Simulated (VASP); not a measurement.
# LiCl: single point with PBE

Crystal: LiCl.

```
CELL_PARAMETERS angstrom
0.00000 2.56477 2.56477
2.56477 0.00000 2.56477
2.56477 2.56477 0.00000
ATOMIC_POSITIONS crystal
Cl 0.49436 0.52009 0.48159
Li 0.00738 0.97728 0.00359
```

This cell differs from its parent crystal: atoms moved at random.

- Program: VASP 6.6.1
- Task: single point
- Functional: PBE
- Potentials or basis: VASP PAW PBE potentials, release 64 (Cl, Li_sv)
- Cutoff: 520 eV
- k mesh: 9 × 9 × 9
- Occupations: fermi-dirac, width 0.05 eV
- Spin: no spin polarisation

```yaml
Largest_force: 0.088 eV/Å
Band_gap_on_the_k_mesh: 6.33 eV, direct
```

Forces on the atoms (eV/Å):
```
Cl  -0.035  0.063 -0.051
Li   0.035 -0.063  0.051
```

Levels at points of the mesh, in eV from the valence-band top:
```tsv
k point	band 3	band 4	band 5	band 6	band 7	band 8
(0.00, 0.00, 0.00)	-0.02	-0.02	0.00	6.33	11.84	11.88
```

Run time: 2.9 min on 1 thread of Intel Xeon 8259CL, with other jobs on the host, peak memory 0.25 GiB.

Caveat: the cell differs from its parent crystal (atoms moved at random). A k mesh can miss the band edges.
